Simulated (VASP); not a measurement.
# SnSe2 (P-3m1) in VASP: relaxation of cell and atoms with r2SCAN

Aim: the relaxation of cell and atoms of SnSe2 with r2SCAN.

Program: VASP 6.6.1. These are calculated values, not measurements. Logs are shortened: lines on timing, memory, paths and dates and some standing lists are left out, and cuts for length are marked.

**1. The cell of the first run**

The structure is trigonal, space group P-3m1 (No. 164). The conventional cell has a = 3.811 Å, b = 3.811 Å, c = 6.136 Å, α = 90.00°, β = 90.00°, γ = 120.00°. Sn (site symmetry -3m) has 6 Se at 2.68 Å within 3.5 Å. Se (site symmetry 3m) has 3 Sn at 2.68 Å within 3.5 Å.

**2. Relaxation of cell and atoms, r2SCAN**

Contents of POSCAR:

```
SnSe2
1.0
    3.8110000000      0.0000000000      0.0000000000
   -1.9055000000      3.3004228138      0.0000000000
    0.0000000000      0.0000000000      6.1360000000
Sn Se
1 2
Direct
    0.0000000000      0.0000000000      0.0000000000
    0.3333333333      0.6666666667      0.2490000000
    0.6666666667      0.3333333333      0.7510000000
```

Contents of INCAR.step1:

```
SYSTEM = SnSe2
ALGO = Normal
EDIFF = 1E-5
EDIFFG = -0.005
ENCUT = 550
GGA = PE
GGA_COMPAT = .FALSE.
IBRION = 2
ISIF = 3
ISMEAR = 0
KPAR = 4
LASPH = .TRUE.
LCHARG = .FALSE.
LREAL = .FALSE.
LWAVE = .TRUE.
NELM = 120
NELMIN = 4
NSW = 100
PREC = Accurate
SIGMA = 0.02
```

Contents of INCAR.step2:

```
SYSTEM = SnSe2
ALGO = Normal
EDIFF = 1E-7
EDIFFG = -0.001
ENCUT = 550
GGA_COMPAT = .FALSE.
IBRION = 2
ISIF = 3
ISMEAR = 0
ISTART = 1
KPAR = 4
LASPH = .TRUE.
LCHARG = .FALSE.
LMIXTAU = .TRUE.
LREAL = .FALSE.
LWAVE = .FALSE.
METAGGA = R2SCAN
NELM = 120
NELMIN = 4
NSW = 80
PREC = Accurate
SIGMA = 0.02
```

Contents of KPOINTS:

```
k-points
0
G
  14 14 10
  0 0 0
```

Potentials or basis: VASP PAW PBE potentials, release 64 (Sn_d, Se).

Run with:

```
cat potpaw_PBE.64/Sn_d/POTCAR potpaw_PBE.64/Se/POTCAR > POTCAR
cp INCAR.step1 INCAR
mpirun -np 4 vasp_std > vasp.out
cp INCAR.step2 INCAR
mpirun -np 4 vasp_std > vasp.out
```

OUTCAR:

```text
SYSTEM = SnSe2
   EDIFF = 1E-7
   EDIFFG = -0.001
   ENCUT = 550
   IBRION = 2
   ISIF = 3
   ISMEAR = 0
   ISTART = 1
   LASPH = .TRUE.
   LREAL = .FALSE.
   METAGGA = R2SCAN
   NELM = 120
   NELMIN = 4
   NSW = 80
   PREC = Accurate

 ion  position               nearest neighbor table
   1  0.000  0.000  0.000-   2 2.68   3 2.68   2 2.68   3 2.68   3 2.68   2 2.68
   2  0.333  0.667  0.249-   1 2.68   1 2.68   1 2.68
   3  0.667  0.333  0.751-   1 2.68   1 2.68   1 2.68

  LATTYP: Found a hexagonal cell.
 ALAT       =     3.8110000000
 C/A-ratio  =     1.6100760955

  Lattice vectors:

 A1 = (   3.8110000000,   0.0000000000,   0.0000000000)
 A2 = (  -1.9055000000,   3.3004228138,   0.0000000000)
 A3 = (   0.0000000000,   0.0000000000,   6.1360000000)

Analysis of symmetry for initial positions (statically):
=====================================================================
 Subroutine PRICEL returns:
 Original cell was already a primitive cell.

 Routine SETGRP: Setting up the symmetry group for a
 hexagonal supercell.

 Subroutine GETGRP returns: Found 12 space group operations
 (whereof 12 operations were pure point group operations)
 out of a pool of 24 trial point group operations.

The static configuration has the point symmetry D_3d.

Analysis of symmetry for dynamics (positions and initial velocities):
=====================================================================
 Subroutine PRICEL returns:
 Original cell was already a primitive cell.

 Routine SETGRP: Setting up the symmetry group for a
 hexagonal supercell.

 Subroutine GETGRP returns: Found 12 space group operations
 (whereof 12 operations were pure point group operations)
 out of a pool of 24 trial point group operations.

The dynamic configuration has the point symmetry D_3d.

 Subroutine INISYM returns: Found 12 space group operations
 (whereof 12 operations are pure point group operations),
 and found     1 'primitive' translations

----------------------------------------------------------------------------------------

                                     Primitive cell

  volume of cell :      77.1781

  direct lattice vectors                    reciprocal lattice vectors
     3.811000000  0.000000000  0.000000000     0.262398321  0.151495741  0.000000000
    -1.905500000  3.300422814  0.000000000     0.000000000  0.302991482  0.000000000
     0.000000000  0.000000000  6.136000000     0.000000000  0.000000000  0.162972621

  length of vectors
     3.811000000  3.811000000  6.136000000     0.302991482  0.302991482  0.162972621

  position of ions in fractional coordinates (direct lattice)
     0.000000000  0.000000000  0.000000000
     0.333333333  0.666666667  0.249000000
     0.666666667  0.333333333  0.751000000

  ion indices of the primitive-cell ions
   primitive index   ion index
                 1           1
                 2           2
                 3           3

----------------------------------------------------------------------------------------

 KPOINTS: k-points

Automatic generation of k-mesh.
 Grid dimensions read from file:
 generate k-points for:   14   14   10

 Generating k-lattice:

  Cartesian coordinates                     Fractional coordinates (reciprocal lattice)
     0.018742737  0.010821124  0.000000000     0.071428571  0.000000000  0.000000000
     0.000000000  0.021642249  0.000000000     0.000000000  0.071428571  0.000000000
     0.000000000  0.000000000  0.016297262     0.000000000  0.000000000  0.100000000

  Length of vectors
     0.021642249  0.021642249  0.016297262

  Shift w.r.t. Gamma in fractional coordinates (k-lattice)
     0.000000000  0.000000000  0.000000000

 Subroutine IBZKPT returns following result:
 ===========================================

 Found    208 irreducible k-points:

 Following reciprocal coordinates:
            Coordinates               Weight
  0.000000  0.000000  0.000000      1.000000
  0.071429  0.000000  0.000000      6.000000
  0.142857  0.000000  0.000000      6.000000
  0.214286  0.000000  0.000000      6.000000
  0.285714 -0.000000  0.000000      6.000000
  0.357143  0.000000  0.000000      6.000000
[... 16 lines left out ...]
  0.285714  0.285714  0.000000      6.000000
  0.357143  0.285714  0.000000      6.000000
 [... further k-points ...]
   k-points           NKPTS =    208   k-points in BZ     NKDIM =    208   number of bands    NBANDS=     17
   number of dos      NEDOS =    301   number of ions     NIONS =      3
   total plane-waves  NPLWV =  43200
   dimension x,y,z NGX =    30 NGY =   30 NGZ =   48
   dimension x,y,z NGXF=    60 NGYF=   60 NGZF=   96
   ions per type =               1   2
   NGX,Y,Z   is equivalent  to a cutoff of  13.09, 13.09, 13.00 a.u.
   NGXF,Y,Z  is equivalent  to a cutoff of  26.17, 26.17, 26.01 a.u.
 SYSTEM =  SnSe2
   PREC   = accura    normal or accurate (medium, high low for compatibility)
   ISTART =      1    job   : 0-new  1-cont  2-samecut
   ICHARG =      0    charge: 1-file 2-atom 10-const
   ISPIN  =      1    spin polarized calculation?
   LNONCOLLINEAR =      F non collinear calculations
   LSORBIT =      F    spin-orbit coupling
   LASPH  =      T    aspherical Exc in radial PAW
   ENCUT  =  550.0 eV  40.42 Ry    6.36 a.u.   7.29  7.29 11.73*2*pi/ulx,y,z
   NELM   =    120;   NELMIN=  4; NELMDL=  0     # of ELM steps
   EDIFF  = 0.1E-06   stopping-criterion for ELM
   LREAL  =      F    real-space projection
   EDIFFG = -.1E-02   stopping-criterion for IOM
   NSW    =     80    number of steps for IOM
   IBRION =      2    ionic relax: 0-MD 1-quasi-New 2-CG
   NFREE  =      1    steps in history (QN), initial steepest desc. (CG)
   ISIF   =      3    stress and relaxation
   ISYM   =      2    0-nonsym 1-usesym 2-fastsym
   POTIM  = 0.5000    time-step for ionic-motion
   TEBEG  =    0.0;   TEEND  =   0.0 temperature during run
   PSTRESS=    0.0 pullay stress
   NELECT =      26.0000    total number of electrons
   NUPDOWN=      -1.0000    fix difference up-down
   EMIN   =  10.00;   EMAX   =-10.00  energy-range for DOS
   EFERMI =   0.00;   METHOD = LEGACY
   ISMEAR =     0;   SIGMA  =   0.02  broadening in eV -4-tet -1-fermi 0-gaus
   EFERMI_NEDOS =   21; number of points for ismear=-14 and -15
   IALGO  =     38    algorithm
   IMIX   =      4    mixing-type and parameters
     AMIX     =   0.40;   BMIX     =  1.00
     AMIX_MAG =   1.60;   BMIX_MAG =  1.00
  volume/ion in A,a.u.               =      25.73       173.61
  Fermi-wavevector in a.u.,A,eV,Ry     =   1.139116  2.152617 17.654722  1.297585
  Thomas-Fermi vector in A             =   2.275820
   LORBIT       =      0    0 simple, 1 ext, 2 COOP (PROOUT), +10 PAW based schemes
   METAGGA = R2SCAN    functional components
   LHFCALC =     F    Hartree Fock is set to
   AEXX    =    0.0000 exact exchange contribution
   IVDW    =     0    specifies the selected vdW correction
   LEPSILON=     F    determine dielectric tensor
   LRPA    =     F    only Hartree local field effects (RPA)
 conjugate gradient relaxation of ions
 non-spin polarized calculation
 Gauss-broadening in eV      SIGMA  =   0.02
  energy-cutoff  :      550.00
  volume of cell :       77.18
 maximum number of plane-waves:      2297
 NGX is ok and might be reduce to    30
   NGX = 15   NGY = 15   NGZ = 23

--------------------------------------- Ionic step        1  -------------------------------------------

 number of electron      26.0000002 magnetization

 Free energy of the ion-electron system (eV)
  ---------------------------------------------------
  ext. energy  EPLUGINS =         0.00000000
  ---------------------------------------------------
  free energy    TOTEN  =       -54.58594223 eV

  energy without entropy =      -54.58594223  energy(sigma->0) =      -54.58594223

 E-fermi :   4.0589     XC(G=0): -10.0065

 val. band max:        3.9135670159   @ k =   0.0714   0.0714   0.0000
 cond. band min:       4.9235777162   @ k =   0.0000   0.4286   0.3000
 fundamental gap:      1.0100107003
 Fermi energy:         4.0589323278

 k-point     1 :       0.0000    0.0000    0.0000
  band No.  band energies     occupation
      1     -18.0447      2.00000
      2     -18.0447      2.00000
      3     -17.9843      2.00000
      4     -17.9721      2.00000
      5     -17.9721      2.00000
      6     -10.6307      2.00000
[... 9 lines left out ...]
     16       8.9305      0.00000
     17       8.9305      0.00000
[... 443 lines left out ...]
      1     -18.0799      2.00000
      2     -18.0624      2.00000
      3     -17.9721      2.00000
      4     -17.9631      2.00000
      5     -17.9492      2.00000
      6      -8.5138      2.00000
[... 9 lines left out ...]
     16      11.0635      0.00000
     17      11.6037      0.00000

 [... further k-points ...]

------------------------ aborting loop because EDIFF is reached ----------------------------------------

  FORCE on cell =-STRESS in cart. coord.  units (eV):
  Direction    XX          YY          ZZ          XY          YZ          ZX
  --------------------------------------------------------------------------------------
  -------------------------------------------------------------------------------------
  Total        1.5151187      1.5151187      2.2392899      0.0000000     -0.0000000      0.0000000
  in kB       31.4530923     31.4530923     46.4865182      0.0000000     -0.0000000      0.0000000
  external PRESSURE =      36.4642343 kB  Pullay stress =       0.0000000 kB
[... 92 lines left out ...]
  FREE ENERGIE OF THE ION-ELECTRON SYSTEM (eV)
  ---------------------------------------------------
  free  energy   TOTEN  =       -54.6307026428 eV

  energy  without entropy=      -54.6307026428  energy(sigma->0) =      -54.63070264

[... ionic steps 4 to 13 ...]

--------------------------------------- Ionic step       14  -------------------------------------------

 number of electron      26.0000000 magnetization

------------------------ aborting loop because EDIFF is reached ----------------------------------------

  FORCE on cell =-STRESS in cart. coord.  units (eV):
  Direction    XX          YY          ZZ          XY          YZ          ZX
  --------------------------------------------------------------------------------------
  -------------------------------------------------------------------------------------
  Total       -0.0184260     -0.0184260      0.0203292      0.0000000     -0.0000000      0.0000000
  in kB       -0.3546650     -0.3546650      0.3912980      0.0000000     -0.0000000      0.0000000
  external PRESSURE =      -0.1060107 kB  Pullay stress =       0.0000000 kB
[... 59 lines left out ...]
  energy  without entropy=      -54.6384575814  energy(sigma->0) =      -54.63845758

--------------------------------------- Ionic step       16  -------------------------------------------

 number of electron      25.9999999 magnetization

 Free energy of the ion-electron system (eV)
  ---------------------------------------------------
  ext. energy  EPLUGINS =         0.00000000
  ---------------------------------------------------
  free energy    TOTEN  =       -54.63846024 eV

  energy without entropy =      -54.63846024  energy(sigma->0) =      -54.63846024

 E-fermi :   3.1584     XC(G=0):  -9.5989

 val. band max:        3.0450518314   @ k =   0.1429   0.0000   0.1000
 cond. band min:       4.0554498821   @ k =   0.5000   0.0000   0.4000
 fundamental gap:      1.0103980507
 Fermi energy:         3.1583548675

 k-point     1 :       0.0000    0.0000    0.0000
  band No.  band energies     occupation
      1     -18.7630      2.00000
      2     -18.7630      2.00000
      3     -18.7084      2.00000
      4     -18.7012      2.00000
      5     -18.7012      2.00000
      6     -11.0414      2.00000
[... 9 lines left out ...]
     16       8.1014      0.00000
     17       8.1014      0.00000
[... 443 lines left out ...]
      1     -18.7902      2.00000
      2     -18.7751      2.00000
      3     -18.7026      2.00000
      4     -18.6948      2.00000
      5     -18.6780      2.00000
      6      -9.1179      2.00000
[... 9 lines left out ...]
     16       9.7843      0.00000
     17      10.4747      0.00000

 [... further k-points ...]

------------------------ aborting loop because EDIFF is reached ----------------------------------------

  FORCE on cell =-STRESS in cart. coord.  units (eV):
  Direction    XX          YY          ZZ          XY          YZ          ZX
  --------------------------------------------------------------------------------------
  -------------------------------------------------------------------------------------
  Total        0.0007382      0.0007382      0.0022730      0.0000000      0.0000000      0.0000000
  in kB        0.0142132      0.0142132      0.0437661      0.0000000      0.0000000      0.0000000
  external PRESSURE =       0.0240642 kB  Pullay stress =       0.0000000 kB
[... 18 lines left out ...]
  FREE ENERGIE OF THE ION-ELECTRON SYSTEM (eV)
  ---------------------------------------------------
  free  energy   TOTEN  =       -54.6384602423 eV

  energy  without entropy=      -54.6384602423  energy(sigma->0) =      -54.63846024

 reached required accuracy - stopping structural energy minimisation
```

It took 1.5 h on 4 MPI ranks of Oxide Virtual Turin-like, shared host; peak memory 0.45 GiB.

What came out:

- Free energy: -54.6385 eV
- Relaxed volume: 27.74 Å³/atom
- Relaxed cell: a = 3.842 Å, b = 3.842 Å, c = 6.510 Å, α = 90.00°, β = 90.00°, γ = 120.00°
- Space group after relaxing (to 0.1 Å): P-3m1 (No. 164)
- Energy gained by relaxing: 17.5 meV/atom
- Ionic steps: 16
- Pressure after relaxing: 0.0 GPa
- Band gap on the k mesh: 1.01 eV (least direct gap 1.46 eV)

The path:
| step | energy change (eV) | largest force (eV/Å) | pressure (GPa) | volume (Å³) |
| --- | --- | --- | --- | --- |
| 1 | 0.0000 | 0.5354 | 3.65 | 77.18 |
| 2 | -0.0066 | 0.5154 | -2.86 | 83.90 |
| 3 | -0.0448 | 0.0438 | -0.05 | 80.55 |
| 4 | -0.0448 | 0.0333 | 0.02 | 80.48 |
| 5 | -0.0461 | 0.0543 | 0.07 | 80.50 |
| 6 | -0.0470 | 0.1085 | 0.19 | 80.54 |
| 7 | -0.0471 | 0.0936 | 0.16 | 80.53 |
| 8 | -0.0483 | 0.0890 | 0.08 | 80.89 |
| 9 | -0.0509 | 0.0748 | -0.12 | 81.97 |
| 10 | -0.0516 | 0.0468 | -0.44 | 84.13 |
| 11 | -0.0520 | 0.0547 | -0.33 | 83.34 |
| 12 | -0.0524 | 0.0300 | 0.12 | 83.20 |
| 13 | -0.0525 | 0.0066 | 0.00 | 83.24 |
| 14 | -0.0525 | 0.0055 | -0.01 | 83.24 |
| 15 | -0.0525 | 0.0021 | 0.00 | 83.22 |
| 16 | -0.0525 | 0.0004 | 0.00 | 83.21 |

Final structure:
```cif
data_structure
_symmetry_space_group_name_H-M 'P 1'
_symmetry_Int_Tables_number 1
_cell_length_a 3.8416
_cell_length_b 3.8416
_cell_length_c 6.5104
_cell_angle_alpha 90.000
_cell_angle_beta 90.000
_cell_angle_gamma 120.000
_cell_volume 83.21
loop_
_atom_site_label
_atom_site_type_symbol
_atom_site_fract_x
_atom_site_fract_y
_atom_site_fract_z
_atom_site_occupancy
Sn1 Sn 0.00000 0.00000 0.00000 1
Se1 Se 0.33333 0.66667 0.24187 1
Se2 Se 0.66667 0.33333 0.75813 1
```

Caveat: the PAW data sets were made with another functional, which shifts forces and pressure a little; spin-orbit coupling is left out, which moves the levels of the heavy elements. A k mesh can miss the band edges.
